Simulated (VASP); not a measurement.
# ScSi2 (P6/mmm) in VASP: further runs

The runs below take ScSi2 through single point, relaxation of cell and atoms, with PBE.

Program: VASP 6.6.1. These are calculated values, not measurements. Logs are shortened: lines on timing, memory, paths and dates and some standing lists are left out, and cuts for length are marked.

### Step 1. The cell of the first run

It takes space group P6/mmm (No. 191, hexagonal). The conventional cell has a = 4.031 Å, b = 4.031 Å, c = 3.623 Å, α = 90.00°, β = 90.00°, γ = 120.00°. Within 3.9 Å of Sc (site symmetry 6/mmm) lie 12 Si at 2.95 Å and 2 Sc at 3.62 Å. Within 3.1 Å of Si (site symmetry -6m2) lie 3 Si at 2.33 Å and 6 Sc at 2.95 Å.

### Step 2. Single point, PBE

INCAR reads:

```
PREC     = Accurate       # precision mode
ENCUT    = 520            # plane-wave cutoff, eV
EDIFF    = 1E-6           # SCF threshold, eV
ISMEAR   = -1             # smearing method
SIGMA    = 0.05           # smearing width, eV
LREAL    = F              # projectors in reciprocal space
LASPH    = T              # aspherical terms in the spheres
NELM     = 100            # most SCF steps
ALGO     = Normal         # electronic algorithm
ISIF     = 2              # what is computed and relaxed
LWAVE    = F              # write WAVECAR
LCHARG   = F              # write CHGCAR
GGA      = PE             # functional
NBANDS   = 16             # bands
```

KPOINTS reads:

```
regular mesh
0
Gamma
  14 14 11
```

POSCAR reads:

```
ScSi2
1.0
    4.0305259520      0.0000000000      0.0000000000
   -2.0152629760      3.4905378651      0.0000000000
    0.0000000000      0.0000000000      3.6230369365
Sc Si
1 2
Direct
    0.0000000000      0.0000000000      0.0000000000
    0.3333333333      0.6666666667      0.5000000000
    0.6666666667      0.3333333333      0.5000000000
```

Potentials or basis: VASP PAW PBE potentials, release 64 (Sc_sv, Si).

Run with:

```
$ cat potpaw_PBE.64/Sc_sv/POTCAR potpaw_PBE.64/Si/POTCAR > POTCAR
$ mpirun -np 1 vasp_std > vasp.out
```

OUTCAR:

```text
PREC = Accurate
   ENCUT = 520
   EDIFF = 1E-6
   ISMEAR = -1
   LREAL = F
   LASPH = T
   NELM = 100
   ISIF = 2
   GGA = PE

 ion  position               nearest neighbor table
   1  0.000  0.000  0.000-   2 2.95   3 2.95   2 2.95   3 2.95   3 2.95   3 2.95   2 2.95   2 2.95
                             3 2.95   3 2.95   2 2.95   2 2.95
   2  0.333  0.667  0.500-   3 2.33   3 2.33   3 2.33   1 2.95   1 2.95   1 2.95   1 2.95   1 2.95
                             1 2.95
   3  0.667  0.333  0.500-   2 2.33   2 2.33   2 2.33   1 2.95   1 2.95   1 2.95   1 2.95   1 2.95
                             1 2.95

  LATTYP: Found a hexagonal cell.
 ALAT       =     4.0305259520
 C/A-ratio  =     0.8988992949

  Lattice vectors:

 A1 = (   4.0305259520,   0.0000000000,   0.0000000000)
 A2 = (  -2.0152629760,   3.4905378651,   0.0000000000)
 A3 = (   0.0000000000,   0.0000000000,   3.6230369365)

Analysis of symmetry for initial positions (statically):
=====================================================================
 Subroutine PRICEL returns:
 Original cell was already a primitive cell.

 Routine SETGRP: Setting up the symmetry group for a
 hexagonal supercell.

 Subroutine GETGRP returns: Found 24 space group operations
 (whereof 24 operations were pure point group operations)
 out of a pool of 24 trial point group operations.

The static configuration has the point symmetry D_6h.

Analysis of symmetry for dynamics (positions and initial velocities):
=====================================================================
 Subroutine PRICEL returns:
 Original cell was already a primitive cell.

 Routine SETGRP: Setting up the symmetry group for a
 hexagonal supercell.

 Subroutine GETGRP returns: Found 24 space group operations
 (whereof 24 operations were pure point group operations)
 out of a pool of 24 trial point group operations.

The dynamic configuration has the point symmetry D_6h.

 Subroutine INISYM returns: Found 24 space group operations
 (whereof 24 operations are pure point group operations),
 and found     1 'primitive' translations

----------------------------------------------------------------------------------------

                                     Primitive cell

  volume of cell :      50.9714

  direct lattice vectors                    reciprocal lattice vectors
     4.030525952  0.000000000  0.000000000     0.248106578  0.143244399  0.000000000
    -2.015262976  3.490537865  0.000000000     0.000000000  0.286488799  0.000000000
     0.000000000  0.000000000  3.623036937     0.000000000  0.000000000  0.276011539

  length of vectors
     4.030525952  4.030525952  3.623036937     0.286488799  0.286488799  0.276011539

  position of ions in fractional coordinates (direct lattice)
     0.000000000  0.000000000  0.000000000
     0.333333333  0.666666667  0.500000000
     0.666666667  0.333333333  0.500000000

  ion indices of the primitive-cell ions
   primitive index   ion index
                 1           1
                 2           2
                 3           3

----------------------------------------------------------------------------------------

 KPOINTS: regular mesh

Automatic generation of k-mesh.
 Grid dimensions read from file:
 generate k-points for:   14   14   11

 Generating k-lattice:

  Cartesian coordinates                     Fractional coordinates (reciprocal lattice)
     0.017721898  0.010231743  0.000000000     0.071428571  0.000000000  0.000000000
     0.000000000  0.020463486  0.000000000     0.000000000  0.071428571  0.000000000
     0.000000000  0.000000000  0.025091958     0.000000000  0.000000000  0.090909091

  Length of vectors
     0.020463486  0.020463486  0.025091958

  Shift w.r.t. Gamma in fractional coordinates (k-lattice)
     0.000000000  0.000000000  0.000000000

 Subroutine IBZKPT returns following result:
 ===========================================

 Found    144 irreducible k-points:

 Following reciprocal coordinates:
            Coordinates               Weight
  0.000000  0.000000  0.000000      1.000000
  0.071429  0.000000  0.000000      6.000000
  0.142857  0.000000  0.000000      6.000000
  0.214286  0.000000  0.000000      6.000000
  0.285714  0.000000  0.000000      6.000000
  0.357143  0.000000  0.000000      6.000000
[... 16 lines left out ...]
  0.285714  0.285714  0.000000      6.000000
  0.357143  0.285714  0.000000      6.000000
 [... further k-points ...]
   k-points           NKPTS =    144   k-points in BZ     NKDIM =    144   number of bands    NBANDS=     16
   number of dos      NEDOS =    301   number of ions     NIONS =      3
   total plane-waves  NPLWV =  25200
   dimension x,y,z NGX =    30 NGY =   30 NGZ =   28
   dimension x,y,z NGXF=    60 NGYF=   60 NGZF=   56
   ions per type =               1   2
   NGX,Y,Z   is equivalent  to a cutoff of  12.37, 12.37, 12.85 a.u.
   NGXF,Y,Z  is equivalent  to a cutoff of  24.75, 24.75, 25.70 a.u.
 SYSTEM =  unknown system
   PREC   = accura    normal or accurate (medium, high low for compatibility)
   ISTART =      0    job   : 0-new  1-cont  2-samecut
   ICHARG =      2    charge: 1-file 2-atom 10-const
   ISPIN  =      1    spin polarized calculation?
   LNONCOLLINEAR =      F non collinear calculations
   LSORBIT =      F    spin-orbit coupling
   LASPH  =      T    aspherical Exc in radial PAW
   ENCUT  =  520.0 eV  38.22 Ry    6.18 a.u.   7.49  7.49  6.74*2*pi/ulx,y,z
   NELM   =    100;   NELMIN=  2; NELMDL= -5     # of ELM steps
   EDIFF  = 0.1E-05   stopping-criterion for ELM
   LREAL  =      F    real-space projection
[... 7 lines left out ...]
   TEBEG  =    0.0;   TEEND  =   0.0 temperature during run
   PSTRESS=    0.0 pullay stress
   NELECT =      19.0000    total number of electrons
   NUPDOWN=      -1.0000    fix difference up-down
   EMIN   =  10.00;   EMAX   =-10.00  energy-range for DOS
   EFERMI =   0.00;   METHOD = LEGACY
   ISMEAR =    -1;   SIGMA  =   0.05  broadening in eV -4-tet -1-fermi 0-gaus
   EFERMI_NEDOS =   21; number of points for ismear=-14 and -15
   IALGO  =     38    algorithm
   IMIX   =      4    mixing-type and parameters
     AMIX     =   0.40;   BMIX     =  1.00
     AMIX_MAG =   1.60;   BMIX_MAG =  1.00
  volume/ion in A,a.u.               =      16.99       114.66
  Fermi-wavevector in a.u.,A,eV,Ry     =   1.178195  2.226465 18.886831  1.388143
  Thomas-Fermi vector in A             =   2.314528
   LORBIT       =      0    0 simple, 1 ext, 2 COOP (PROOUT), +10 PAW based schemes
   GGA     = PE    functional components
[... 5 lines left out ...]
 non-spin polarized calculation
  energy-cutoff  :      520.00
  volume of cell :       50.97
 maximum number of plane-waves:      1391
 NGX is ok and might be reduce to    30
   NGX = 15   NGY = 15   NGZ = 13

 number of electron      18.9999997 magnetization

 Free energy of the ion-electron system (eV)
  ---------------------------------------------------
  ext. energy  EPLUGINS =         0.00000000
  ---------------------------------------------------
  free energy    TOTEN  =       -18.21884429 eV

  energy without entropy =      -18.20254677  energy(sigma->0) =      -18.21069553

 E-fermi :   7.8500     XC(G=0): -10.7495

 val. band max:        7.8307485566   @ k =   0.2143   0.1429   0.2727
 cond. band min:       7.8517187491   @ k =   0.0714   0.0000   0.4545
 fundamental gap:      0.0209701925
 Fermi energy:         7.8499821062

 k-point     1 :       0.0000    0.0000    0.0000
  band No.  band energies     occupation
      1     -41.9590      2.00000
      2     -20.6163      2.00000
      3     -20.6163      2.00000
      4     -20.5525      2.00000
      5      -4.7229      2.00000
      6       4.2073      2.00000
[... 8 lines left out ...]
     15      10.7927      0.00000
     16      10.7927      0.00000

 k-point     2 :       0.0714    0.0000    0.0000
  band No.  band energies     occupation
      1     -41.9589      2.00000
      2     -20.6187      2.00000
      3     -20.6169      2.00000
      4     -20.5522      2.00000
      5      -4.6622      2.00000
      6       3.7393      2.00000
[... 8 lines left out ...]
     15      10.8507      0.00000
     16      10.9060      0.00000

 k-point     3 :       0.1429    0.0000    0.0000
  band No.  band energies     occupation
      1     -41.9585      2.00000
      2     -20.6254      2.00000
      3     -20.6184      2.00000
      4     -20.5514      2.00000
      5      -4.4814      2.00000
      6       2.8283      2.00000
[... 8 lines left out ...]
     15      10.9042      0.00000
     16      11.2457      0.00000

 k-point     4 :       0.2143    0.0000    0.0000
  band No.  band energies     occupation
      1     -41.9579      2.00000
      2     -20.6351      2.00000
      3     -20.6207      2.00000
      4     -20.5502      2.00000
      5      -4.1849      2.00000
      6       1.8430      2.00000
[... 8 lines left out ...]
     15      10.9281      0.00000
     16      11.8074      0.00000
[... 324 lines left out ...]
 k-point    22 :       0.3571    0.2143    0.0000
  band No.  band energies     occupation
      1     -41.9560      2.00000
      2     -20.6574      2.00000
      3     -20.6388      2.00000
      4     -20.5462      2.00000
      5      -2.1633      2.00000
      6      -1.0758      2.00000
[... 8 lines left out ...]
     15      12.3847      0.00000
     16      12.6132      0.00000

 k-point    23 :       0.2857    0.2857    0.0000
  band No.  band energies     occupation
      1     -41.9560      2.00000
      2     -20.6546      2.00000
      3     -20.6422      2.00000
      4     -20.5461      2.00000
      5      -2.1525      2.00000
      6      -0.9787      2.00000
[... 8 lines left out ...]
     15      12.3101      0.00000
     16      12.5355      0.00000

 k-point    24 :       0.3571    0.2857    0.0000
  band No.  band energies     occupation
      1     -41.9559      2.00000
      2     -20.6530      2.00000
      3     -20.6456      2.00000
      4     -20.5459      2.00000
      5      -1.7735      2.00000
      6      -1.3385      2.00000
[... 8 lines left out ...]
     15      12.5620      0.00000
     16      12.8758      0.00000

 [... further k-points ...]

------------------------ aborting loop because EDIFF is reached ----------------------------------------

  FORCE on cell =-STRESS in cart. coord.  units (eV):
  Direction    XX          YY          ZZ          XY          YZ          ZX
  --------------------------------------------------------------------------------------
  -------------------------------------------------------------------------------------
  Total       -0.0014704     -0.0014704      0.0377104      0.0000000      0.0000000     -0.0000000
  in kB       -0.0462192     -0.0462192      1.1853451      0.0000000      0.0000000     -0.0000000
  external PRESSURE =       0.3643023 kB  Pullay stress =       0.0000000 kB

 VOLUME and BASIS-vectors are now :
 -----------------------------------------------------------------------------
  energy-cutoff  :      520.00
  volume of cell :       50.97
      direct lattice vectors                 reciprocal lattice vectors
     4.030525952  0.000000000  0.000000000     0.248106578  0.143244399  0.000000000
    -2.015262976  3.490537865  0.000000000     0.000000000  0.286488799  0.000000000
     0.000000000  0.000000000  3.623036937     0.000000000  0.000000000  0.276011539

 POSITION                                       TOTAL-FORCE (eV/Angst)
 -----------------------------------------------------------------------------------
      0.00000      0.00000      0.00000        -0.000000      0.000000     -0.000000
     -0.00000      2.32703      1.81152         0.000000     -0.000000     -0.000000
      2.01526      1.16351      1.81152        -0.000000      0.000000      0.000000
 -----------------------------------------------------------------------------------
    total drift:                                0.000000     -0.000000      0.000000

  FREE ENERGIE OF THE ION-ELECTRON SYSTEM (eV)
  ---------------------------------------------------
  free  energy   TOTEN  =       -18.2188442939 eV

  energy  without entropy=      -18.2025467717  energy(sigma->0) =      -18.21069553
```

It took 81 s on 1 thread of Intel Xeon Platinum 8375C at 2.90GHz (Ice Lake), shared host; peak memory 0.25 GiB.

What came out:

- Free energy: -18.2188 eV
- Pressure: 0.0 GPa

Stress tensor (GPa, compression positive):
```
0.00 0.00 0.00
0.00 0.00 0.00
0.00 0.00 0.12
```

### Step 3. Relaxation of cell and atoms, PBE

This run uses another cell than the first one, of 14.97 Å³/atom, 0.881 times its volume.

INCAR reads:

```
SYSTEM = ScSi2
  PREC = Accurate
  ENCUT = 600
  EDIFF = 1E-7
  ISMEAR = -1
  SIGMA = 0.05
  LREAL = .False.
  LASPH = .True.
  NELM = 100
  ALGO = Normal
  ISIF = 3
  LWAVE = .False.
  LCHARG = .False.
  GGA = PE
  IBRION = 2
  NSW = 80
  EDIFFG = -0.01
```

KPOINTS reads:

```
regular mesh
0
Gamma
  14 14 11
  0 0 0
```

POSCAR reads:

```
ScSi2
1.0
    3.6600000000      0.0000000000      0.0000000000
   -1.8300000000      3.1696530000      0.0000000000
    0.0000000000      0.0000000000      3.8700000000
Sc Si
1 2
Direct
    0.0000000000      0.0000000000      0.0000000000
    0.3333333333      0.6666666667      0.5000000000
    0.6666666667      0.3333333333      0.5000000000
```

Potentials or basis: VASP PAW PBE potentials, release 64 (Sc_sv, Si).

Run with:

```
$ cat potpaw_PBE.64/Sc_sv/POTCAR potpaw_PBE.64/Si/POTCAR > POTCAR
$ mpirun -np 1 vasp_std > vasp.out
```

OUTCAR:

```text
SYSTEM = ScSi2
   PREC = Accurate
   ENCUT = 600
   EDIFF = 1E-7
   ISMEAR = -1
   LREAL = .False.
   LASPH = .True.
   NELM = 100
   ISIF = 3
   GGA = PE
   IBRION = 2
   NSW = 80
   EDIFFG = -0.01

 ion  position               nearest neighbor table
   1  0.000  0.000  0.000-   2 2.87   3 2.87   2 2.87   3 2.87   3 2.87   3 2.87   2 2.87   2 2.87
                             3 2.87   3 2.87   2 2.87   2 2.87
   2  0.333  0.667  0.500-   3 2.11   3 2.11   3 2.11   1 2.87   1 2.87   1 2.87   1 2.87   1 2.87
                             1 2.87
   3  0.667  0.333  0.500-   2 2.11   2 2.11   2 2.11   1 2.87   1 2.87   1 2.87   1 2.87   1 2.87
                             1 2.87

  LATTYP: Found a hexagonal cell.
 ALAT       =     3.6600000000
 C/A-ratio  =     1.0573770492

  Lattice vectors:

 A1 = (   3.6600000000,   0.0000000000,   0.0000000000)
 A2 = (  -1.8300000000,   3.1696530000,   0.0000000000)
 A3 = (   0.0000000000,   0.0000000000,   3.8700000000)

Analysis of symmetry for initial positions (statically):
=====================================================================
 Subroutine PRICEL returns:
 Original cell was already a primitive cell.

 Routine SETGRP: Setting up the symmetry group for a
 hexagonal supercell.

 Subroutine GETGRP returns: Found 24 space group operations
 (whereof 24 operations were pure point group operations)
 out of a pool of 24 trial point group operations.

The static configuration has the point symmetry D_6h.

Analysis of symmetry for dynamics (positions and initial velocities):
[... 198 lines left out ...]

 number of electron      18.9999998 magnetization

 E-fermi :   5.9728     XC(G=0):  -9.9650

 val. band max:        5.9644896705   @ k =   0.2857   0.1429   0.4545
 cond. band min:       5.9741747718   @ k =   0.1429   0.1429   0.3636
 fundamental gap:      0.0096851014
 Fermi energy:         5.9728462838

 k-point     1 :       0.0000    0.0000    0.0000
  band No.  band energies     occupation
      1     -44.3619      2.00000
      2     -22.9769      2.00000
      3     -22.9769      2.00000
      4     -22.9174      2.00000
      5      -5.3529      2.00000
      6       2.9885      2.00000
      7       2.9885      2.00000
      8       4.1178      2.00000
      9       4.4720      2.00000
     10       5.3217      2.00000
     11       6.7639      0.00000
     12       6.7639      0.00000
     13       7.3536      0.00000
[... 626 lines left out ...]
--------------------------------------- Ionic step        9  -------------------------------------------

 number of electron      18.9999997 magnetization

 Free energy of the ion-electron system (eV)
  ---------------------------------------------------
  ext. energy  EPLUGINS =         0.00000000
  ---------------------------------------------------
  free energy    TOTEN  =       -18.21797777 eV

  energy without entropy =      -18.20161767  energy(sigma->0) =      -18.20979772

 E-fermi :   7.8398     XC(G=0): -10.7442

 val. band max:        7.8234770895   @ k =   0.2143   0.1429   0.4545
 cond. band min:       7.8446434006   @ k =   0.0714   0.0000   0.4545
 fundamental gap:      0.0211663111
 Fermi energy:         7.8398450916

 k-point     1 :       0.0000    0.0000    0.0000
  band No.  band energies     occupation
      1     -41.9748      2.00000
      2     -20.6316      2.00000
      3     -20.6316      2.00000
      4     -20.5692      2.00000
      5      -4.7318      2.00000
      6       4.2048      2.00000
      7       4.2048      2.00000
      8       6.1817      2.00000
      9       6.6234      2.00000
     10       6.6788      2.00000
     11       8.4828      0.00001
     12       8.4828      0.00001
     13       9.5008      0.00000
[... 398 lines left out ...]
  FREE ENERGIE OF THE ION-ELECTRON SYSTEM (eV)
  ---------------------------------------------------
  free  energy   TOTEN  =       -18.2179777741 eV

  energy  without entropy=      -18.2016176706  energy(sigma->0) =      -18.20979772

 reached required accuracy - stopping structural energy minimisation
```

Wall time 11 min (1 thread of Intel Xeon Platinum 8375C at 2.90GHz (Ice Lake), shared host); peak memory 0.27 GiB.

Results:

```
Free energy                            : -18.2180 eV
Relaxed volume                         : 17.01 Å³/atom
Relaxed cell                           : a = 4.029 Å, b = 4.029 Å, c = 3.629 Å, α = 90.00°, β = 90.00°, γ = 120.00°
Space group after relaxing (to 0.05 Å) : P6/mmm (No. 191)
Energy gained by relaxing              : 287.7 meV/atom
Ionic steps                            : 9
Pressure after relaxing                : 0.0 GPa
```

Step by step:
```
step  energy change (eV)  largest force (eV/Å)  pressure (GPa)  volume (Å³)
   1              0.0000                0.0000           25.37        44.90
   2             -0.4165                0.0000          -11.36        61.66
   3             -0.7879                0.0000           -2.49        53.39
   4             -0.7882                0.0000           -2.18        53.21
   5             -0.8430                0.0000           -0.74        51.90
   6             -0.8610                0.0000            0.65        50.78
   7             -0.8613                0.0000            0.88        50.61
   8             -0.8627                0.0000           -0.38        51.20
   9             -0.8630                0.0000           -0.01        51.03
```

Final structure:
```cif
data_structure
_symmetry_space_group_name_H-M 'P 1'
_symmetry_Int_Tables_number 1
_cell_length_a 4.0292
_cell_length_b 4.0292
_cell_length_c 3.6294
_cell_angle_alpha 90.000
_cell_angle_beta 90.000
_cell_angle_gamma 120.000
_cell_volume 51.03
loop_
_atom_site_label
_atom_site_type_symbol
_atom_site_fract_x
_atom_site_fract_y
_atom_site_fract_z
_atom_site_occupancy
Sc1 Sc 0.00000 0.00000 0.00000 1
Si1 Si 0.33333 0.66667 0.50000 1
Si2 Si 0.66667 0.33333 0.50000 1
```

Caveat: the volume moved by +14 % from the deposited cell, more than functionals usually miss. PBE usually gives volumes a little too large and moduli too small.
